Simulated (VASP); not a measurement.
AgI:

```
CELL_PARAMETERS angstrom
4.59000 0.00000 0.00000
-2.29500 3.97506 0.00000
0.00000 0.00000 7.52000
ATOMIC_POSITIONS crystal
Ag 0.66667 0.33333 0.63000
Ag 0.33333 0.66667 0.13000
I 0.66667 0.33333 0.00000
I 0.33333 0.66667 0.50000
```

| Item | Value |
| --- | --- |
| Program | VASP 6.6.1 |
| Task | relaxation of cell and atoms |
| Functional | PBEsol |
| Potentials or basis | VASP PAW PBE potentials, release 64 (Ag, I) |
| Cutoff | 500 eV |
| k mesh | 8 × 8 × 4 |
| Occupations | fermi-dirac, width 0.08 eV |
| Spin | no spin polarisation |

At the start: pressure -0.7 GPa; volume 34.30 Å³/atom.

Where does the relaxation end?

Over 16 steps the energy falls by 2.6 meV/atom and the volume is 33.50 Å³/atom (-2.3 %); space group P6_3mc (No. 186, to 0.1 Å) before and after.

The path:
| step | energy change (eV) | largest force (eV/Å) | pressure (GPa) | volume (Å³) |
| --- | --- | --- | --- | --- |
| 1 | 0.0000 | 0.0790 | -0.75 | 137.21 |
| 2 | -0.0094 | 0.0393 | -0.02 | 134.05 |
| 3 | -0.0094 | 0.0354 | 0.06 | 133.77 |
| 4 | -0.0094 | 0.0364 | 0.05 | 133.84 |
| 5 | -0.0094 | 0.0373 | 0.03 | 133.91 |
| 6 | -0.0097 | 0.0208 | -0.01 | 134.02 |
| 7 | -0.0097 | 0.0104 | -0.03 | 134.09 |
| 8 | -0.0098 | 0.0079 | -0.01 | 134.02 |
| 9 | -0.0100 | 0.0006 | 0.05 | 133.80 |
| 10 | -0.0101 | 0.0034 | 0.03 | 133.91 |
| 11 | -0.0102 | 0.0115 | -0.05 | 134.21 |
| 12 | -0.0102 | 0.0092 | -0.03 | 134.12 |
| 13 | -0.0102 | 0.0079 | -0.02 | 134.10 |
| 14 | -0.0103 | 0.0047 | 0.00 | 134.03 |
| 15 | -0.0103 | 0.0051 | -0.01 | 134.04 |
| 16 | -0.0103 | 0.0012 | 0.00 | 134.01 |

Final structure:
```cif
data_structure
_symmetry_space_group_name_H-M 'P 1'
_symmetry_Int_Tables_number 1
_cell_length_a 4.5580
_cell_length_b 4.5580
_cell_length_c 7.4484
_cell_angle_alpha 90.000
_cell_angle_beta 90.000
_cell_angle_gamma 120.000
_cell_volume 134.01
loop_
_atom_site_label
_atom_site_type_symbol
_atom_site_fract_x
_atom_site_fract_y
_atom_site_fract_z
_atom_site_occupancy
Ag1 Ag 0.66667 0.33333 0.62744 1
Ag2 Ag 0.33333 0.66667 0.12744 1
I1 I 0.66667 0.33333 0.00256 1
I2 I 0.33333 0.66667 0.50256 1
```

Caveat: the PAW data sets were made with another functional, which shifts forces and pressure a little.
